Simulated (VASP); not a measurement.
# Li2S (Fm-3m) in VASP: notebook, part 2 of 2

VASP 6.6.1. Earlier steps stand in the parts before.

**4. Single point, PBEsol**

This run uses another cell than the first one, of 15.07 Å³/atom, 1.087 times its volume.

INCAR

```
  PREC = Accurate
  ENCUT = 750
  EDIFF = 1E-6
  ISMEAR = 0
  SIGMA = 0.01
  LREAL = False
  LASPH = True
  NELM = 120
  ALGO = Normal
  ISIF = 2
  LWAVE = False
  LCHARG = False
  GGA = PS
  NBANDS = 13
  GGA_COMPAT = False
```

KPOINTS

```
Automatic mesh
0
Gamma
  6 6 6
```

POSCAR

```
Li2S
1.0
    0.0000000000      2.8273581530      2.8273581530
    2.8273581530      0.0000000000      2.8273581530
    2.8273581530      2.8273581530      0.0000000000
Li S
2 1
Direct
    0.2500000000      0.2500000000      0.2500000000
    0.7500000000      0.7500000000      0.7500000000
    0.0000000000      0.0000000000      0.0000000000
```

Potentials or basis: VASP PAW PBE potentials, release 64 (Li_sv, S).

Started as:

```console
$ cat potpaw_PBE.64/Li_sv/POTCAR potpaw_PBE.64/S/POTCAR > POTCAR
$ mpirun -np 1 vasp_std > vasp.out
```

OUTCAR:

```text
PREC = Accurate
   ENCUT = 750
   EDIFF = 1E-6
   ISMEAR = 0
   LREAL = False
   LASPH = True
   NELM = 120
   ISIF = 2
   GGA = PS

 ion  position               nearest neighbor table
   1  0.250  0.250  0.250-   3 2.45   3 2.45   3 2.45   3 2.45
   2  0.750  0.750  0.750-   3 2.45   3 2.45   3 2.45   3 2.45
   3  0.000  0.000  0.000-   2 2.45   2 2.45   2 2.45   1 2.45   1 2.45   1 2.45   2 2.45   1 2.45

  LATTYP: Found a face centered cubic cell.
 ALAT       =     5.6547163060

  Lattice vectors:

 A1 = (   0.0000000000,   2.8273581530,   2.8273581530)
 A2 = (   2.8273581530,   0.0000000000,   2.8273581530)
 A3 = (   2.8273581530,   2.8273581530,   0.0000000000)

Analysis of symmetry for initial positions (statically):
=====================================================================
 Subroutine PRICEL returns:
 Original cell was already a primitive cell.

 Routine SETGRP: Setting up the symmetry group for a
 face centered cubic supercell.

 Subroutine GETGRP returns: Found 48 space group operations
 (whereof 48 operations were pure point group operations)
 out of a pool of 48 trial point group operations.

The static configuration has the point symmetry O_h .

Analysis of symmetry for dynamics (positions and initial velocities):
=====================================================================
 Subroutine PRICEL returns:
 Original cell was already a primitive cell.

 Routine SETGRP: Setting up the symmetry group for a
 face centered cubic supercell.

 Subroutine GETGRP returns: Found 48 space group operations
 (whereof 48 operations were pure point group operations)
 out of a pool of 48 trial point group operations.

The dynamic configuration has the point symmetry O_h .

 Subroutine INISYM returns: Found 48 space group operations
 (whereof 48 operations are pure point group operations),
 and found     1 'primitive' translations

----------------------------------------------------------------------------------------

[... 114 lines left out ...]
   LEPSILON=     F    determine dielectric tensor
   LRPA    =     F    only Hartree local field effects (RPA)
 non-spin polarized calculation
 Gauss-broadening in eV      SIGMA  =   0.01
  energy-cutoff  :      750.00
  volume of cell :       45.20
 maximum number of plane-waves:      2126
   NGX = 17   NGY = 17   NGZ = 17

 number of electron      11.9999996 magnetization

 Free energy of the ion-electron system (eV)
  ---------------------------------------------------
  ext. energy  EPLUGINS =         0.00000000
  ---------------------------------------------------
  free energy    TOTEN  =       -12.37666667 eV

  energy without entropy =      -12.37666667  energy(sigma->0) =      -12.37666667

 E-fermi :   1.6409     XC(G=0):  -8.7266

 val. band max:        1.5545170578   @ k =   0.0000   0.0000   0.0000
 cond. band min:       4.7583971108   @ k =   0.5000   0.5000   0.0000
 fundamental gap:      3.2038800530
 Fermi energy:         1.6409320300

 k-point     1 :       0.0000    0.0000    0.0000
  band No.  band energies     occupation
      1     -41.8963      2.00000
      2     -41.8464      2.00000
      3      -9.5277      2.00000
      4       1.5545      2.00000
      5       1.5545      2.00000
      6       1.5545      2.00000
      7       5.7707      0.00000
      8       7.7128      0.00000
      9       7.7128      0.00000
     10       7.7128      0.00000
     11      12.7477      0.00000
     12      12.7477      0.00000
     13      13.9382      0.00000
[... 226 lines left out ...]
  band No.  band energies     occupation
      1     -41.8741      2.00000
      2     -41.8659      2.00000
      3      -8.9272      2.00000
      4      -0.5246      2.00000
      5      -0.2224      2.00000
      6      -0.1503      2.00000
      7       6.0979      0.00000
      8       9.5000      0.00000
      9       9.8877      0.00000
     10      11.6814      0.00000
     11      13.0836      0.00000
     12      14.0336      0.00000
     13      14.2512      0.00000

------------------------ aborting loop because EDIFF is reached ----------------------------------------

  FORCE on cell =-STRESS in cart. coord.  units (eV):
  Direction    XX          YY          ZZ          XY          YZ          ZX
  --------------------------------------------------------------------------------------
  -------------------------------------------------------------------------------------
  Total       -0.0123581     -0.0123581     -0.0123581     -0.0000000      0.0000000     -0.0000000
  in kB       -0.4380146     -0.4380146     -0.4380146     -0.0000000      0.0000000     -0.0000000
  external PRESSURE =      -0.4380146 kB  Pullay stress =       0.0000000 kB

 VOLUME and BASIS-vectors are now :
 -----------------------------------------------------------------------------
  energy-cutoff  :      750.00
  volume of cell :       45.20
      direct lattice vectors                 reciprocal lattice vectors
     0.000000000  2.827358153  2.827358153    -0.176843531  0.176843531  0.176843531
     2.827358153  0.000000000  2.827358153     0.176843531 -0.176843531  0.176843531
     2.827358153  2.827358153  0.000000000     0.176843531  0.176843531 -0.176843531

 POSITION                                       TOTAL-FORCE (eV/Angst)
 -----------------------------------------------------------------------------------
      1.41368      1.41368      1.41368        -0.000000     -0.000000     -0.000000
      4.24104      4.24104      4.24104         0.000000      0.000000      0.000000
      0.00000      0.00000      0.00000         0.000000      0.000000      0.000000
 -----------------------------------------------------------------------------------
    total drift:                                0.000000      0.000000      0.000000

  FREE ENERGIE OF THE ION-ELECTRON SYSTEM (eV)
  ---------------------------------------------------
  free  energy   TOTEN  =       -12.3766666679 eV

  energy  without entropy=      -12.3766666679  energy(sigma->0) =      -12.37666667
```

OSZICAR:

```text
N       E                     dE             d eps       ncg     rms          rms(c)
DAV:   1     0.531917793320E+02    0.53192E+02   -0.64789E+03   416   0.114E+03
DAV:   2    -0.452231949771E+01   -0.57714E+02   -0.53775E+02   496   0.226E+02
DAV:   3    -0.124210220321E+02   -0.78987E+01   -0.78402E+01   788   0.532E+01
DAV:   4    -0.126633066990E+02   -0.24228E+00   -0.24223E+00   559   0.118E+01
DAV:   5    -0.126708450671E+02   -0.75384E-02   -0.75382E-02   679   0.148E+00    0.362E+00
DAV:   6    -0.123973496097E+02    0.27350E+00   -0.43135E-01   535   0.265E+00    0.261E+00
DAV:   7    -0.123727507360E+02    0.24599E-01   -0.11257E-01   567   0.154E+00    0.151E+00
DAV:   8    -0.123769485638E+02   -0.41978E-02   -0.20892E-02   580   0.840E-01    0.604E-01
DAV:   9    -0.123766744526E+02    0.27411E-03   -0.61056E-04   556   0.154E-01    0.441E-01
DAV:  10    -0.123766675981E+02    0.68545E-05   -0.75836E-04   496   0.149E-01    0.188E-01
DAV:  11    -0.123766664856E+02    0.11125E-05   -0.43155E-05   575   0.531E-02    0.899E-02
DAV:  12    -0.123766666679E+02   -0.18239E-06   -0.46244E-06   558   0.172E-02
   1 F= -.12376667E+02 E0= -.12376667E+02  d E =-.290293E-36
```

It took 19 s on 1 thread of Intel Xeon 8259CL, shared host; peak memory 0.19 GiB.

Results:

```
Free energy            : -12.3767 eV
Pressure               : 0.0 GPa
Band gap on the k mesh : 3.20 eV, indirect (least direct gap 4.22 eV)
```

Caveat: the PAW data sets were made with another functional, which shifts forces and pressure a little.

**5. Single point, PBE+D4**

This run uses another cell than the first one, of 14.97 Å³/atom, 1.080 times its volume.

INCAR

```
PREC = Accurate
ENCUT = 750
EDIFF = 1E-6
ISMEAR = 0
SIGMA = 0.01
LREAL = False
LASPH = True
NELM = 120
ALGO = Normal
ISIF = 2
LWAVE = False
LCHARG = False
GGA = PE
IVDW = 13
NBANDS = 13
GGA_COMPAT = False
```

KPOINTS is that of step 4.

POSCAR

```
Li2S
1.0
    0.0000000000      2.8212323017      2.8212323017
    2.8212323017      0.0000000000      2.8212323017
    2.8212323017      2.8212323017      0.0000000000
Li S
2 1
Direct
    0.2500000000      0.2500000000      0.2500000000
    0.7500000000      0.7500000000      0.7500000000
    0.0000000000      0.0000000000      0.0000000000
```

Started as:

```console
$ cat potpaw_PBE.64/Li_sv/POTCAR potpaw_PBE.64/S/POTCAR > POTCAR
$ mpirun -np 1 vasp_std > vasp.out
```

Wall time 24 s (1 thread of Intel Xeon 8259CL, shared host); peak memory 0.2 GiB.

The run converged. Its results:

```yaml
Free_energy: -12.3283 eV
Pressure: -0.1 GPa
Band_gap_on_the_k_mesh: 3.37 eV, indirect (least direct gap 4.42 eV)
Dispersion_energy_per_atom: -0.113 eV
```

Levels at points of the mesh, in eV from the valence-band top:
| k point | band 2 | band 3 | band 4 | band 5 | band 6 | band 7 | band 8 | band 9 | band 10 | band 11 |
| --- | --- | --- | --- | --- | --- | --- | --- | --- | --- | --- |
| (0.00, 0.00, 0.00) | -44.07 | -11.10 | 0.00 | 0.00 | 0.00 | 4.42 | 6.24 | 6.24 | 6.24 | 11.26 |
| (0.50, 0.00, 0.00) | -44.09 | -10.65 | -2.97 | -0.53 | -0.53 | 6.24 | 6.59 | 6.59 | 8.56 | 13.01 |
| (0.50, 0.50, 0.00) | -44.08 | -10.51 | -2.23 | -1.48 | -1.48 | 3.37 | 7.16 | 11.31 | 11.31 | 12.42 |

**6. Relaxation of cell and atoms, PBE+D3(BJ)**

This run uses another cell than the first one, of 15.34 Å³/atom, 1.107 times its volume.

INCAR

```
SYSTEM = Li2S
PREC = Accurate ; ENCUT = 750
EDIFF = 1E-7 ; ISMEAR = 0
SIGMA = 0.01 ; LREAL = .False.
LASPH = .True. ; NELM = 120
ALGO = Normal ; ISIF = 3
LWAVE = .False. ; LCHARG = .False.
GGA = PE ; IVDW = 12
IBRION = 2 ; NSW = 80
EDIFFG = -0.03 ; GGA_COMPAT = .False.
NELMIN = 4
```

KPOINTS

```
regular mesh
0
Gamma
  6 6 6
  0 0 0
```

POSCAR

```
Li2S
1.0
    0.0000000000      2.8445000000      2.8445000000
    2.8445000000      0.0000000000      2.8445000000
    2.8445000000      2.8445000000      0.0000000000
Li S
2 1
Direct
    0.2500000000      0.2500000000      0.2500000000
    0.7500000000      0.7500000000      0.7500000000
    0.0000000000      0.0000000000      0.0000000000
```

Potentials or basis: VASP PAW PBE potentials, release 64 (Li_sv, S).

Started as:

```console
$ cat potpaw_PBE.64/Li_sv/POTCAR potpaw_PBE.64/S/POTCAR > POTCAR
$ mpirun -np 1 vasp_std > vasp.out
```

Wall time 52 s (1 thread of Intel Xeon 8259CL, shared host); peak memory 0.21 GiB.

It converged, with:

| Quantity | Value |
| --- | --- |
| Free energy | -12.8124 eV |
| Relaxed volume | 14.38 Å³/atom |
| Relaxed cell | a = 3.937 Å, b = 3.937 Å, c = 3.937 Å, α = 60.00°, β = 60.00°, γ = 60.00° |
| Space group after relaxing (to 0.05 Å) | Fm-3m (No. 225) |
| Energy gained by relaxing | 8.9 meV/atom |
| Ionic steps | 3 |
| Pressure after relaxing | -0.1 GPa |
| Band gap on the k mesh | 3.34 eV, indirect (least direct gap 4.63 eV) |
| Dispersion energy per atom | -0.283 eV |

Step by step:
| step | energy change (eV) | largest force (eV/Å) | pressure (GPa) | volume (Å³) |
| --- | --- | --- | --- | --- |
| 1 | 0.0000 | 0.0000 | -2.75 | 46.03 |
| 2 | -0.0218 | 0.0000 | -1.25 | 44.30 |
| 3 | -0.0266 | 0.0000 | -0.07 | 43.15 |

Final structure:
```cif
data_structure
_symmetry_space_group_name_H-M 'P 1'
_symmetry_Int_Tables_number 1
_cell_length_a 3.9369
_cell_length_b 3.9369
_cell_length_c 3.9369
_cell_angle_alpha 60.000
_cell_angle_beta 60.000
_cell_angle_gamma 60.000
_cell_volume 43.15
loop_
_atom_site_label
_atom_site_type_symbol
_atom_site_fract_x
_atom_site_fract_y
_atom_site_fract_z
_atom_site_occupancy
Li1 Li 0.25000 0.25000 0.25000 1
Li2 Li 0.75000 0.75000 0.75000 1
S1 S 0.00000 0.00000 0.00000 1
```

Levels at points of the mesh, in eV from the valence-band top:
```csv
k point,band 4,band 5,band 6,band 7,band 8,band 9
"(0.00, 0.00, 0.00)",0.00,0.00,0.00,4.63,6.26,6.26
"(0.50, 0.00, 0.00)",-3.11,-0.56,-0.56,6.43,6.60,6.60
"(0.50, 0.50, 0.00)",-2.31,-1.56,-1.56,3.34,7.27,11.61
```

**7. Summary**

| task | level | cell | gap on the mesh (eV) | pressure (GPa) |
| --- | --- | --- | --- | --- |
| single point | revPBE+D3(BJ) | a = 3.889 Å, angles 60.0°, 3 atoms | 3.41 | -0.2 |
| single point | PBE+D3(BJ) | a = 3.938 Å, angles 60.0°, 3 atoms | 3.34 | -0.1 |
| single point | PBEsol | a = 3.998 Å, angles 60.0°, 3 atoms | 3.20 | 0.0 |
| single point | PBE+D4 | a = 3.990 Å, angles 60.0°, 3 atoms | 3.37 | -0.1 |
| relaxation of cell and atoms | PBE+D3(BJ) | relaxed from a = 4.023 Å, angles 60.0°, 3 atoms | 3.34 | -0.1 |

Alike in all rows: potentials or basis VASP PAW PBE potentials, release 64 (Li_sv, S); no spin polarisation; k mesh 6 × 6 × 6; cutoff (eV) 750; smearing gaussian 0.01 eV.

Caveats: the PAW data sets were made with another functional, which shifts forces and pressure a little (some runs).

Absolute energies hang on the potentials; compare differences alone.
